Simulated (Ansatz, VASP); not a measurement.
# BiBrO: VASP beside Ansatz

```
Bi Br O
1.0
     3.88262    0.00000    0.00000
     0.00000    3.88262    0.00000
     0.00000    0.00000    7.62390
Bi Br O
2 2 2
Direct
  0.00000 0.50000 0.15756
  0.50000 0.00000 0.84244
  0.00000 0.50000 0.65172
  0.50000 0.00000 0.34828
  0.00000 0.00000 0.00000
  0.50000 0.50000 0.00000
```

Alike in both runs: task single point; functional LDA; k mesh 8 × 8 × 4; occupations gaussian, width 0.05 eV; no spin polarisation.

|  | VASP | Ansatz |
| --- | --- | --- |
| version | VASP 6.6.1 | Ansatz 0.2.0 |
| potentials or method | VASP PAW LDA potentials, release 64 (Bi_d, Br, O), cutoff 520 eV | scalar-relativistic, plane waves, PAW |
| valence electrons in the cell | 56 | 56 |

```tsv
	VASP	Ansatz	Ansatz less VASP
gap on the k mesh at the Fermi level (eV)	1.92	1.94	+0.019
least direct gap on the mesh (eV)	2.09	2.10	+0.010
pressure (GPa)	3.4	3.0	-0.35
traceless stress, the component that is largest in VASP (GPa)	0.63	0.69	+0.066
rms of the force components (eV/Å)	0.229	0.199	-0.0293
```

LDA's correlation is that of Perdew and Zunger in VASP and of Perdew and Wang (1992) in Ansatz. Atom by atom the forces differ by 0.030 eV/Å (rms over components).

Spin-orbit coupling is off throughout.
